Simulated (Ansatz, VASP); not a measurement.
# KF: VASP beside Ansatz

The input INCAR:

```
SYSTEM = KF
PREC     = Accurate       ! precision mode
ENCUT    = 600            ! plane-wave cutoff, eV
EDIFF    = 1E-6           ! SCF threshold, eV
ISMEAR   = 0              ! smearing method
SIGMA    = 0.01           ! smearing width, eV
LREAL    = .FALSE.        ! projectors in reciprocal space
LASPH    = .TRUE.         ! aspherical terms in the spheres
NELM     = 120            ! most SCF steps
ALGO     = Normal         ! electronic algorithm
ISIF     = 2              ! what is computed and relaxed
LWAVE    = .FALSE.        ! write WAVECAR
LCHARG   = .FALSE.        ! write CHGCAR
GGA      = PS             ! functional
NBANDS   = 15             ! bands
GGA_COMPAT= .FALSE.
```

The input KPOINTS:

```
regular mesh
0
G
  4 4 4
  0 0 0
```

POSCAR

```
KF
1.0
    3.2589550000      0.0000000000      0.0000000000
    0.0000000000      3.2589550000      0.0000000000
    0.0000000000      0.0000000000      3.2589550000
K F
1 1
Direct
    0.0000000000      0.0000000000      0.0000000000
    0.5000000000      0.5000000000      0.5000000000
```

Input for Ansatz:

```yaml
crystal:
  lattice:
    - [3.258955, 0.0, 0.0]
    - [0.0, 3.258955, 0.0]
    - [0.0, 0.0, 3.258955]
  atoms:
    - { symbol: K, position: [0.0, 0.0, 0.0] }
    - { symbol: F, position: [0.5, 0.5, 0.5] }
kpoints:
  mp_grid:
    grid: [4, 4, 4]
hamiltonian:
  xc: pbesol
scf:
  occupations:
    method: fixed
output:
  eigenvalues: true
```

Alike in both runs: task single point; functional PBEsol; k mesh 4 × 4 × 4; no spin polarisation.

|  | VASP | Ansatz |
| --- | --- | --- |
| version | VASP 6.6.1 | Ansatz 0.2.0 |
| potentials or method | VASP PAW PBE potentials, release 64 (K_sv, F) | plane waves, PAW |
| plane-wave cutoff (eV) | 600 | 420 |
| occupations | gaussian, width 0.01 eV | fixed |
| valence electrons in the cell | 16 | 16 |

```tsv
	VASP	Ansatz	Ansatz less VASP
gap on the k mesh at the Fermi level (eV)	6.10	6.11	+0.016
```

VASP's potentials were made for PBE, not for PBEsol.

The k mesh is coarse, so the values compare programs but aren't converged.
